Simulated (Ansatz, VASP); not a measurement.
ZrIn2Se3: VASP beside Ansatz

```
Zr In Se
1.0
     3.51672    0.00000    0.00000
     0.00000    3.51672    0.00000
     0.00000    0.00000   11.22336
Zr In Se
1 2 3
Direct
  0.50000 0.50000 0.50000
  0.50000 0.50000 0.83942
  0.50000 0.50000 0.16058
  0.00000 0.00000 0.00000
  0.00000 0.00000 0.63529
  0.00000 0.00000 0.36471
```

Change from the starting cell: species swapped into the MgSc3Ru2 type (P4/mmm, No. 123).

Alike in both runs: functional PBE; k mesh 10 × 10 × 4; occupations gaussian, width 0.1 eV; no spin polarisation.

Ansatz relaxed the structure, and its values are those at the end. VASP's run is a single point on that final structure, the one shown.

```csv
,VASP,Ansatz
version,VASP 6.6.1,Ansatz 0.2.0
potentials or method,"VASP PAW PBE potentials, release 64 (Zr_sv, In_d, Se), cutoff 520 eV","scalar-relativistic, plane waves, PAW"
valence electrons in the cell,56,86
```

VASP gave:

| Property | Result |
| --- | --- |
| gap on the k mesh at the Fermi level (eV) | none |
| pressure (GPa) | 0.1 |

Q: Estimate Ansatz's values.

A: gap on the k mesh at the Fermi level (eV): none; pressure (GPa): 0.0.

A gap of «none» marks a metal or a gap that the smearing closes. VASP's potentials hold 56 valence electrons a cell and Ansatz's 86, so a difference there can come from the potentials and not from the codes.
